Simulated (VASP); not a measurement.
Input of a VASP 6.6.1 run:

Contents of INCAR:

```
SYSTEM = InSb3
PREC = Accurate
ENCUT = 500
EDIFF = 1E-6
ISMEAR = 0
SIGMA = 0.1
LREAL = .False.
LASPH = .True.
NELM = 200
ALGO = Normal
ISIF = 2
LWAVE = .False.
LCHARG = .True.
ISPIN = 2
MAGMOM = 0.71 1.03 1.03 1.03
LORBIT = 11
NUPDOWN = 5.0
LELF = .True.
LVHAR = .True.
NBANDS = 26
GGA_COMPAT = .False.
```

KPOINTS

```
regular mesh
0
Gamma
  2 2 2
  0 0 0
```

Contents of POSCAR:

```
InSb3
1.0
    4.8063670000      0.0000000000      0.0000000000
    0.0000000000      4.8063670000      0.0000000000
    0.0000000000      0.0000000000      4.8063670000
In Sb
1 3
Direct
    0.3040000000      0.6670000000      0.2320000000
    0.8040000000      0.6670000000      0.7320000000
    0.3040000000      1.1670000000      0.7320000000
    0.8040000000      1.1670000000      0.2320000000
```

Potentials or basis: VASP PAW LDA potentials, release 64 (In_d, Sb).

Launch:

```sh
$ cat potpaw_LDA.64/In_d/POTCAR potpaw_LDA.64/Sb/POTCAR > POTCAR
$ mpirun -np 1 vasp_std > vasp.out
```

Q: Predict the pressure.

A: 1.6 GPa.

Caveat: the k points lie up to 0.65 Å⁻¹ apart; the moment is held away from its start; the total moment is fixed, so each spin has its own Fermi level.
